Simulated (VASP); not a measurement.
Input of a VASP 6.6.1 run:

File INCAR:

```
SYSTEM = ScGa4
ALGO     = Normal         ! electronic algorithm
EDIFF    = 1E-6           ! SCF threshold, eV
ENCUT    = 520            ! plane-wave cutoff, eV
GGA      = PE             ! functional
ISIF     = 2              ! what is computed and relaxed
ISMEAR   = 0              ! smearing method
LASPH    = .True.         ! aspherical terms in the spheres
LCHARG   = .False.        ! write CHGCAR
LREAL    = .False.        ! projectors in reciprocal space
LWAVE    = .False.        ! write WAVECAR
NBANDS   = 40             ! bands
NELM     = 100            ! most SCF steps
PREC     = Accurate       ! precision mode
SIGMA    = 0.1            ! smearing width, eV
```

File KPOINTS:

```
k-points
0
Gamma
  4 4 6
  0 0 0
```

POSCAR

```
ScGa4
1.0
    5.8445942076      0.0000000000      0.0000000000
    0.0000000000      5.8445942076      0.0000000000
    0.0000000000      0.0000000000      2.9851621984
Sc Ga
1 4
Direct
    0.0000000000      0.0000000000      0.5000000000
    0.2015757688      0.5000000000      0.0000000000
    0.7984242312      0.5000000000      0.0000000000
    0.5000000000      0.2015757688      0.0000000000
    0.5000000000      0.7984242312      0.0000000000
```

Potentials or basis: VASP PAW PBE potentials, release 64 (Sc_sv, Ga_d).

Launch:

```sh
$ cat potpaw_PBE.64/Sc_sv/POTCAR potpaw_PBE.64/Ga_d/POTCAR > POTCAR
$ mpirun -np 1 vasp_std > vasp.out
```

(1) What does it give for the band gap on the k mesh?

(2) Estimate the pressure.

Answers

(1) zero (an odd number of electrons rules out a gap without spin polarisation).

(2) 0.3 GPa.
